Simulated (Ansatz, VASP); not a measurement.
## One calculation of BP, two programs

The input INCAR:

```
SYSTEM = BP
PREC = Accurate ; ENCUT = 520
EDIFF = 1E-7 ; ISMEAR = 0
SIGMA = 0.01 ; LREAL = .False.
LASPH = .True. ; NELM = 100
ALGO = Normal ; ISIF = 2
LWAVE = .False. ; LCHARG = .False.
GGA = PE ; NBANDS = 16
```

The input KPOINTS:

```
regular mesh
0
Gamma
  9 9 2
  0 0 0
```

The input POSCAR:

```
BP
1.0
    3.1485824775      0.0000000000      0.0000000000
   -1.5742912388      2.7267524114      0.0000000000
    0.0000000000      0.0000000000      9.6639721940
B P
2 2
Direct
    0.3333333333      0.6666666667      0.2500000000
    0.6666666667      0.3333333333      0.7500000000
    0.6666666667      0.3333333333      0.2500000000
    0.3333333333      0.6666666667      0.7500000000
```

Input for Ansatz:

```yaml
crystal:
  lattice:
    - [3.1485824775, 0.0, 0.0]
    - [-1.5742912388, 2.7267524114, 0.0]
    - [0.0, 0.0, 9.663972194]
  atoms:
    - { symbol: B, position: [0.3333333333, 0.6666666667, 0.25] }
    - { symbol: B, position: [0.6666666667, 0.3333333333, 0.75] }
    - { symbol: P, position: [0.6666666667, 0.3333333333, 0.25] }
    - { symbol: P, position: [0.3333333333, 0.6666666667, 0.75] }
kpoints:
  mp_grid: { grid: [9, 9, 2] }
hamiltonian:
  xc: pbe
scf:
  occupations: { method: fixed }
  n_extra_bands: 5
output:
  forces: true
  stress: true
  eigenvalues: true
```

Alike in both runs: task single point; functional PBE; k mesh 9 × 9 × 2; no spin polarisation.

|  | VASP | Ansatz |
| --- | --- | --- |
| version | VASP 6.6.1 | Ansatz 0.2.0 |
| potentials or method | VASP PAW PBE potentials, release 64 (B, P) | plane waves, PAW |
| plane-wave cutoff (eV) | 520 | 420 |
| occupations | gaussian, width 0.01 eV | fixed |
| valence electrons in the cell | 16 | 16 |

```csv
,VASP,Ansatz,Ansatz less VASP
gap on the k mesh at the Fermi level (eV),0.83,0.82,-0.012
pressure (GPa),5.6,5.8,+0.17
"traceless stress, the component that is largest in VASP (GPa)",-5.63,-5.77,-0.138
```
